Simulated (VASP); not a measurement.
Runs of VASP 6.6.1 on LiCl. The structure is that of space group P6_3mc (No. 186), or close to it. The cells are those of the table. 

| level | cell | k mesh | gap on the mesh (eV) | largest force (eV/Å) |
| --- | --- | --- | --- | --- |
| r2SCAN | a = 3.894, b = 3.894, c = 6.224 Å, angles 90.0, 90.0, 120.0°, 4 atoms | 6 × 6 × 4 | 6.74 | - |
| r2SCAN | a = 3.894, b = 3.894, c = 6.224 Å, angles 90.0, 90.0, 120.0°, 4 atoms | 12 × 12 × 4 | 6.74 | - |
| r2SCAN | a = 3.855, b = 3.855, c = 6.162 Å, angles 90.0, 90.0, 120.0°, 4 atoms | 6 × 6 × 4 | 6.85 | (a) |
| PBE | a = 3.847, b = 3.847, c = 6.157 Å, angles 90.0, 90.0, 120.0°, 4 atoms | 6 × 6 × 4 | 6.15 | - |
| PBE | a = 3.927, b = 3.927, c = 6.285 Å, angles 90.0, 90.0, 120.0°, 4 atoms | 6 × 6 × 4 | (c) | - |
| r2SCAN | a = 3.933, b = 3.933, c = 6.286 Å, angles 90.0, 90.0, 120.0°, 4 atoms | 6 × 6 × 4 | (b) | 0.04 |
| PBE | a = 3.966, b = 3.966, c = 6.348 Å, angles 90.0, 90.0, 120.0°, 4 atoms | 6 × 6 × 4 | 5.84 | - |
| r2SCAN | a = 3.815, b = 3.815, c = 6.097 Å, angles 90.0, 90.0, 120.0°, 4 atoms | 6 × 6 × 4 | 6.98 | - |

Alike in all rows: task single point; potentials or basis VASP PAW PBE potentials, release 64 (Li_sv, Cl); no spin polarisation; cutoff (eV) 520; smearing gaussian 0.01 eV.

Estimate the missing entries.

(a) 0.01; (b) 6.63; (c) 5.94.

Caveats: the PAW data sets were made with another functional, which shifts forces and pressure a little (some runs).

A k mesh can miss the band edges.
